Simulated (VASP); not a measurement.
SnS4:

```
Sn S
1.0
     4.92777    0.00000    0.00000
     0.00000    4.92777    0.00000
     0.00000    0.00000    5.65122
Sn S
1 4
Direct
  0.50000 0.50000 0.50000
  0.00000 0.50000 0.00000
  0.50000 0.00000 0.00000
  0.50000 0.50000 0.00000
  0.00000 0.00000 0.50000
```

The cell was built from a structure type or drawn by symmetry, and may not be a known phase.

```yaml
Program: VASP 6.6.1
Task: relaxation of cell and atoms
Functional: PBE
Potentials_or_basis: VASP PAW PBE potentials, release 64 (Sn_d, S)
Cutoff: 600 eV
k_mesh: 4 × 4 × 4
Occupations: gaussian, width 0.1 eV
Spin: no spin polarisation
```

At the start: pressure -6.7 GPa; volume 27.45 Å³/atom.

Task: How do energy, volume and symmetry change on relaxing?

Result: Over 8 steps the energy falls by 166.9 meV/atom and the volume is 22.74 Å³/atom (-17.1 %); space group P4/mmm (No. 123, to 0.1 Å) before and after.

Step by step:
```tsv
step	energy change (eV)	largest force (eV/Å)	pressure (GPa)	volume (Å³)
1	0.0000	0.0000	-6.67	137.23
2	-0.7776	0.0000	-1.53	115.66
3	-0.8126	0.0000	0.31	111.49
4	-0.8129	0.0000	0.57	111.01
5	-0.8291	0.0000	0.46	111.81
6	-0.8336	0.0000	0.40	112.63
7	-0.8337	0.0000	0.39	112.56
8	-0.8346	0.0000	-0.15	113.72
```

Final structure:
```yaml
crystal:
  lattice:
    - [4.47466, 0.00000, 0.00000]
    - [0.00000, 4.47466, 0.00000]
    - [0.00000, 0.00000, 5.67974]
  atoms:
    - { symbol: Sn, position: [0.50000, 0.50000, 0.50000] }
    - { symbol: S, position: [0.00000, 0.50000, 0.00000] }
    - { symbol: S, position: [0.50000, 0.00000, 0.00000] }
    - { symbol: S, position: [0.50000, 0.50000, 0.00000] }
    - { symbol: S, position: [0.00000, 0.00000, 0.50000] }
```

Caveat: the volume moved by over 15 % at a fixed basis, so the end points are rough.
